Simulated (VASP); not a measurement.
C: single point with LDA

Crystal: C.

```xyz
2
Lattice="0.0000 1.7938 1.6288 1.7938 0.0000 1.6288 1.7938 1.7938 0.0000" Properties=species:S:1:pos:R:3 pbc="T T T"
C     1.7938    1.7938    1.6288
C     2.6907    2.6907    2.4432
```

This cell differs from its parent crystal: volume 5.241 Å^3 an atom, c/a of the conventional cell 0.9080.

| Item | Value |
| --- | --- |
| Program | VASP 6.6.1 |
| Task | single point |
| Functional | LDA |
| Potentials or basis | VASP PAW LDA potentials, release 64 (C_h) |
| Cutoff | 910 eV |
| k mesh | 12 × 12 × 12 |
| Occupations | gaussian, width 0.05 eV |
| Spin | no spin polarisation |
| Dipole correction | no |
| Second run | hard_potentials |
| Further INCAR settings | ALGO = Normal; EDIFF = 1e-06; NBANDS = 11 |

- Pressure: 26.0 GPa
- Band gap on the k mesh: 1.83 eV, indirect (least direct gap 4.13 eV)

Stress tensor (GPa, compression positive):
```
-3.02  0.00  0.00
 0.00 -3.02  0.00
 0.00  0.00 84.07
```

Levels at points of the mesh, in eV from the valence-band top:
| k point | band 2 | band 3 | band 4 | band 5 | band 6 | band 7 |
| --- | --- | --- | --- | --- | --- | --- |
| (0.00, 0.00, 0.00) | -1.38 | -1.38 | 0.00 | 4.13 | 5.35 | 5.35 |
| (0.50, 0.00, 0.00) | -15.16 | -4.76 | -3.07 | 6.82 | 7.29 | 10.59 |
| (0.50, 0.50, 0.00) | -12.97 | -8.66 | -8.66 | 2.42 | 2.42 | 17.17 |
| (0.50, 0.00, 0.50) | -14.63 | -7.11 | -7.11 | 4.86 | 4.86 | 16.27 |

It used 66 s of CPU time on 1 thread of AMD EPYC 7R13 Processor (Zen 3), with other jobs on the host.

Caveat: the cutoff is under 1.25 times the usual one of these potentials, so pressure, stress and relaxed cells hold a basis-set (Pulay) error. A k mesh can miss the band edges.
